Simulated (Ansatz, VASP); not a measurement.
**ScPt: VASP beside Ansatz**

The input INCAR:

```
SYSTEM = ScPt
ALGO = Normal
EDIFF = 1E-7
ENCUT = 520
GGA = CA
ISIF = 2
ISMEAR = -1
LASPH = .True.
LCHARG = .True.
LELF = .True.
LREAL = .False.
LVHAR = .True.
LWAVE = .False.
NBANDS = 18
NELM = 80
PREC = Accurate
SIGMA = 0.05
```

The input KPOINTS:

```
k-points
0
Gamma
  10 10 10
  0 0 0
```

POSCAR

```
ScPt
1.0
    3.2700000000      0.0000000000      0.0000000000
    0.0000000000      3.2700000000      0.0000000000
    0.0000000000      0.0000000000      3.2046000000
Sc Pt
1 1
Direct
    0.5000000000      0.5000000000      0.5000000000
    0.0000000000      0.0000000000      0.0000000000
```

Input for Ansatz:

```yaml
crystal:
  lattice:
    - [3.27, 0.0, 0.0]
    - [0.0, 3.27, 0.0]
    - [0.0, 0.0, 3.2046]
  atoms:
    - { symbol: Sc, position: [0.5, 0.5, 0.5] }
    - { symbol: Pt, position: [0.0, 0.0, 0.0] }
kpoints:
  mp_grid: { grid: [10, 10, 10] }
  band_path:
    path:
      - [0.0, 0.0, 0.0]
      - [0.0, 0.5, 0.0]
      - [0.5, 0.5, 0.0]
      - [0.0, 0.0, 0.0]
      - [0.0, 0.0, 0.5]
      - [0.0, 0.5, 0.5]
      - [0.5, 0.5, 0.5]
      - [0.0, 0.0, 0.5]
      - [0.0, 0.5, 0.0]
    npoints: 5
scf:
  occupations: { method: fermi_dirac, width: 0.05 }
hamiltonian:
  xc: lda
  pseudopotentials: { kind: all_electron, lapw: { basis_error: 0.00025 } }
output:
  forces: true
  stress: true
  eigenvalues: true
```

Change from the starting cell: zz strain of -2 %.

Alike in both runs: task single point; functional LDA; k mesh 10 × 10 × 10; occupations fermi-dirac, width 0.05 eV; no spin polarisation.

```csv
,VASP,Ansatz
version,VASP 6.6.1,Ansatz 0.2.0
potentials or method,"VASP PAW LDA potentials, release 64 (Sc_sv, Pt), cutoff 520 eV","all-electron LAPW, scalar-relativistic"
```

Ansatz gave:

| Item | Value |
| --- | --- |
| pressure (GPa) | -2.6 |
| traceless stress, the component that is largest in VASP (GPa) | -0.31 |

Estimate VASP's values.

pressure (GPa): -1.9; traceless stress, the component that is largest in VASP (GPa): -0.34.

LDA's correlation is that of Perdew and Zunger in VASP and of Perdew and Wang (1992) in Ansatz. Ansatz ran all-electron here, and VASP with PAW potentials.

Spin-orbit coupling is off throughout.
